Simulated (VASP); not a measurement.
## As: electric field gradients with LDA

The system is As.

```xyz
2
Lattice="1.8569 1.0584 3.4709 -1.9026 1.0772 3.4897 -0.0066 -2.1880 3.4966" Properties=species:S:1:pos:R:3 pbc="T T T"
As   -0.0119   -0.0119    2.3795
As   -0.0404   -0.0404    8.0779
```

This cell differs from its parent crystal: equal xy, yz and zx shear strains of -1 %.

```yaml
Program: VASP 6.6.1
Task: electric field gradients
Functional: LDA
Potentials_or_basis: VASP PAW LDA potentials, release 64 (As)
Cutoff: 520 eV
k_mesh: 13 × 13 × 13
Occupations: fermi-dirac, width 0.05 eV
Spin: no spin polarisation
Dipole_correction: no
Further_INCAR_settings: ALGO = Normal; EDIFF = 1e-08; NBANDS = 12
```

The pressure is -1.1 GPa, the largest force is 0.161 eV/Å and the band gap on the k mesh is zero (bands 5 and 6 overlap by 0.46 eV). The largest electric field gradient by atom is As -46.1 V/Å².

Forces on the atoms (eV/Å):
```
As   0.047  0.066  0.139
As  -0.047 -0.066 -0.139
```

Stress tensor (GPa, compression positive):
```
-1.09  0.19  0.41
 0.19 -0.39  0.76
 0.41  0.76 -1.81
```

Levels at points of the mesh, in eV from the Fermi level:
```tsv
k point	band 1	band 2	band 3	band 4	band 5	band 6	band 7	band 8	band 9	band 10
(0.00, 0.00, 0.00)	-15.13	-5.87	-2.57	-2.14	-1.94	1.69	2.82	2.97	6.69	6.82
```

Electric field gradients, principal values (V/Å²):
```csv
atom,least,middle,greatest (by size)
1 As,20.902,25.191,-46.092
2 As,20.902,25.191,-46.092
```

Run time: 6.4 min on 1 thread of Intel(R) Xeon(R) Platinum 8259CL CPU @ 2.50GHz (Skylake/Cascade Lake), on a shared host, peak memory 0.55 GiB.

Caveat: the cell differs from its parent crystal (equal xy, yz and zx shear strains of -1 %); without QUAD_EFG the Cq values of the log hold for a quadrupole moment of 1 mb, not for the nuclei.
